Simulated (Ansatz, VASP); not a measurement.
**Mg2Si: VASP beside Ansatz**

```
CELL_PARAMETERS angstrom
0.01518 3.16830 3.16830
3.16830 0.01518 3.16830
3.16830 3.16830 0.01518
ATOMIC_POSITIONS crystal
Si 0.00000 0.00000 0.00000
Mg 0.24982 0.24982 0.24982
Mg 0.75018 0.75018 0.75018
```

Change from the starting cell: epitaxial_111 strain -0.5%.

Alike in both runs: task single point; functional PBE; k mesh 8 × 8 × 8; occupations fermi-dirac, width 0.02 eV; no spin polarisation.

|  | VASP | Ansatz |
| --- | --- | --- |
| version | VASP 6.6.1 | Ansatz 0.2.0 |
| potentials or method | VASP PAW PBE potentials, release 64 (Si, Mg) | plane waves, PAW |
| plane-wave cutoff (eV) | 600 | 420 |
| valence electrons in the cell | 8 | 24 |

|  | VASP | Ansatz | Ansatz less VASP |
| --- | --- | --- | --- |
| pressure (GPa) | 1.0 | 1.2 | +0.12 |
| traceless stress, the component that is largest in VASP (GPa) | -0.23 | -0.23 | +0.002 |

VASP's potentials hold 8 valence electrons a cell and Ansatz's 24, so a difference there can come from the potentials and not from the codes.
